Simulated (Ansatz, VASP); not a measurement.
**One calculation of Te, two programs**

```
Te
1.0
     0.00000    2.27803    6.11050
     2.31778    0.00000    6.11050
     2.31778    2.27803    0.00000
Te
2
Cartesian
  2.3178 2.2780 7.5708
  2.3178 2.2780 4.6502
```

Alike in both runs: functional PBE; k mesh 18 × 18 × 18; occupations gaussian, width 0.1 eV; no spin polarisation.

Ansatz relaxed the structure, and its values are those at the end. VASP's run is a single point on that final structure, the one shown.

|  | VASP | Ansatz |
| --- | --- | --- |
| version | VASP 6.6.1 | Ansatz 0.2.0 |
| potentials or method | VASP PAW PBE potentials, release 64 (Te), cutoff 520 eV | scalar-relativistic, plane waves, PAW |
| valence electrons in the cell | 12 | 32 |

```csv
,VASP,Ansatz,Ansatz less VASP
gap on the k mesh at the Fermi level (eV),none,none,-
pressure (GPa),0.0,0.0,+0.03
```

A gap of «none» marks a metal or a gap that the smearing closes. VASP's potentials hold 12 valence electrons a cell and Ansatz's 32, so a difference there can come from the potentials and not from the codes.

Spin-orbit coupling is off throughout.
